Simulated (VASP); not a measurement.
Crystal: Cd2Sb3As.

```
Cd Sb As
1.0
     4.05769    0.03444   -0.02109
    -1.99901    3.47700    0.01380
    -0.05523    0.00985   10.65577
Cd Sb As
2 3 1
Cartesian
  2.0096 1.1907 3.8090
  0.0335 2.3809 6.8238
  1.9628 1.2054 8.7843
  0.0044 2.3675 1.9052
  -0.0153 -0.0388 0.0479
  0.0141 -0.0138 5.2946
```

```yaml
Program: VASP 6.6.1
Task: relaxation of cell and atoms
Functional: PBEsol
Potentials_or_basis: VASP PAW PBE potentials, release 64 (Cd, Sb, As)
Cutoff: 600 eV
k_mesh: 6 × 6 × 2
Occupations: fermi-dirac, width 0.05 eV
Spin: no spin polarisation
```

At the start: pressure 0.6 GPa; volume 25.18 Å³/atom.

Q: Where does the relaxation end?

A: Over 18 steps the energy falls by 5.3 meV/atom and the volume is 25.35 Å³/atom (+0.7 %); space group P1 (No. 1, to 0.1 Å) before, P-3m1 (No. 164, to 0.1 Å).

The path:
```
step  energy change (eV)  largest force (eV/Å)  pressure (GPa)  volume (Å³)
   1              0.0000                0.2954            0.61       151.07
   2             -0.0140                0.1984           -0.37       153.17
   3             -0.0142                0.1881           -0.48       153.44
   4             -0.0222                0.1239           -0.15       152.56
   5             -0.0251                0.0992            0.23       151.63
   6             -0.0299                0.0599            0.06       151.98
   7             -0.0302                0.0714            0.00       152.11
   8             -0.0308                0.0490           -0.01       152.15
   9             -0.0313                0.0251           -0.02       152.21
  10             -0.0314                0.0255           -0.02       152.22
  11             -0.0316                0.0216            0.02       152.12
  12             -0.0316                0.0222            0.02       152.11
  13             -0.0318                0.0144           -0.03       152.21
  14             -0.0319                0.0174           -0.07       152.28
  15             -0.0319                0.0170            0.01       152.05
  16             -0.0319                0.0171            0.01       152.07
  17             -0.0320                0.0126            0.01       152.07
  18             -0.0321                0.0092            0.01       152.10
```

Final structure:
```
Cd Sb As
1.0
     4.05088   -0.00134    0.00019
    -2.02651    3.50992    0.00009
     0.00055    0.00012   10.69948
Cd Sb As
2 3 1
Cartesian
  2.0334 1.1769 3.8738
  0.0074 2.3470 6.8419
  2.0257 1.1766 8.7981
  0.0002 2.3482 1.9126
  0.0023 0.0064 0.0047
  0.0109 0.0066 5.3584
```

Caveat: the PAW data sets were made with another functional, which shifts forces and pressure a little.
